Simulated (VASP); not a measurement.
Write the native input for VASP 6.6.1 that does the following.

```
Task                   : single point
Functional             : PBE
Potentials or basis    : VASP PAW PBE potentials, release 64 (Sn_d, O)
Cutoff                 : 520 eV
k mesh                 : 6 × 6 × 8
Occupations            : gaussian, width 0.05 eV
Spin                   : no spin polarisation
Dipole correction      : no
Further INCAR settings : ALGO = Normal; EDIFF = 1e-07; NBANDS = 35
```

The structure of SnO2 lies in POSCAR:

```
SnO2
1.0
    4.7774634334      0.0000000000      0.0000000000
    0.0000000000      4.7774769549      0.0000000000
    0.0000000000      0.0000000000      3.3064824423
Sn O
2 4
Direct
    0.5000000000      0.5000000000      0.5000000000
    0.0000000000      0.0000000000      0.0000000000
    0.3212190046      0.3212768970      0.0000000000
    0.8212190046      0.1787231030      0.5000000000
    0.1787809954      0.8212768970      0.5000000000
    0.6787809954      0.6787231030      0.0000000000
```

This cell differs from its parent crystal: atoms shifted along a free coordinate, c/a of the conventional cell at fixed volume 0.6921.

These files were run (other wordings do the same):

INCAR

```
ALGO     = Normal         # electronic algorithm
EDIFF    = 1E-7           # SCF threshold, eV
ENCUT    = 520            # plane-wave cutoff, eV
GGA      = PE             # functional
ISIF     = 2              # what is computed and relaxed
ISMEAR   = 0              # smearing method
LASPH    = T              # aspherical terms in the spheres
LCHARG   = T              # write CHGCAR
LELF     = T              # ELF
LREAL    = F              # projectors in reciprocal space
LVHAR    = T            
LWAVE    = F              # write WAVECAR
NBANDS   = 35             # bands
NELM     = 60             # most SCF steps
PREC     = Accurate       # precision mode
SIGMA    = 0.05           # smearing width, eV
```

KPOINTS

```
k-points
0
Gamma
  6 6 8
```

Potentials or basis: VASP PAW PBE potentials, release 64 (Sn_d, O).

Command:

```bash
$ cat potpaw_PBE.64/Sn_d/POTCAR potpaw_PBE.64/O/POTCAR > POTCAR
$ mpirun -np 1 vasp_std > vasp.out
```

It gave:

| Property | Result |
| --- | --- |
| Pressure | 3.8 GPa |
| Largest force | 2.196 eV/Å |
| Band gap on the k mesh | 0.75 eV |

Caveat: the cell stands under pressure; semilocal functionals underestimate gaps, and a narrow one can read as zero; spin-orbit coupling is left out, which moves the levels of the heavy elements; forces of over 1 eV/Å act on the atoms, so gaps and moduli don't describe the material at rest.

It took 84 s on 1 thread of Intel(R) Xeon(R) 6975P-C (Granite Rapids) (shared host), peak memory 0.28 GiB.
